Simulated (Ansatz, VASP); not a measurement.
**One calculation of ZrBr5, two programs**

The input INCAR:

```
SYSTEM = ZrBr5
PREC = Accurate
ENCUT = 520
EDIFF = 1E-6
ISMEAR = 0
SIGMA = 0.1
LREAL = .False.
LASPH = .True.
NELM = 80
ALGO = Normal
ISIF = 2
LWAVE = .False.
LCHARG = .False.
GGA = PE
NBANDS = 32
```

Contents of KPOINTS:

```
Automatic mesh
0
Gamma
  3 3 4
  0 0 0
```

File POSCAR:

```
ZrBr5
1.0
    6.0765159400      0.0000000000      0.0000000000
   -3.0382579700      5.2624171700      0.0000000000
    0.0000000000      0.0000000000      6.5980886100
Zr Br
1 5
Direct
    0.0000000000      0.0000000000      0.5000000000
    0.5000000000      0.0000000000      0.0000000000
    0.0000000000      0.5000000000      0.0000000000
    0.5000000000      0.5000000000      0.0000000000
    0.3333333300      0.6666666700      0.3020829800
    0.6666666700      0.3333333300      0.6979170200
```

Input for Ansatz:

```yaml
crystal:
  lattice:
    - [6.07651594, 0.0, 0.0]
    - [-3.03825797, 5.26241717, 0.0]
    - [0.0, 0.0, 6.59808861]
  atoms:
    - { symbol: Zr, position: [0.0, 0.0, 0.5] }
    - { symbol: Br, position: [0.5, 0.0, 0.0] }
    - { symbol: Br, position: [0.0, 0.5, 0.0] }
    - { symbol: Br, position: [0.5, 0.5, 0.0] }
    - { symbol: Br, position: [0.33333333, 0.66666667, 0.30208298] }
    - { symbol: Br, position: [0.66666667, 0.33333333, 0.69791702] }
basis:
  ecutwfc: 420
kpoints:
  mp_grid: { grid: [3, 3, 4] }
hamiltonian:
  xc: pbe
scf:
  occupations: { method: gaussian, width: 0.1 }
  lower_state_search: "off"
output:
  forces: true
  stress: true
  eigenvalues: true
```

Alike in both runs: task single point; functional PBE; k mesh 3 × 3 × 4; occupations gaussian, width 0.1 eV; no spin polarisation.

|  | VASP | Ansatz |
| --- | --- | --- |
| version | VASP 6.6.1 | Ansatz 0.2.0 |
| potentials or method | VASP PAW PBE potentials, release 64 (Zr_sv, Br), cutoff 520 eV | scalar-relativistic, plane waves, PAW |
| valence electrons in the cell | 47 | 47 |

```csv
,VASP,Ansatz,Ansatz less VASP
gap on the k mesh at the Fermi level (eV),none,none,-
pressure (GPa),4.4,4.4,0.00
"traceless stress, the component that is largest in VASP (GPa)",3.87,3.87,+0.004
rms of the force components (eV/Å),1.340,1.338,-0.0015
```

Atom by atom the forces differ by 0.001 eV/Å (rms over components). A gap of «none» marks a metal or a gap that the smearing closes.

The k mesh is coarse, so the values compare programs but aren't converged.
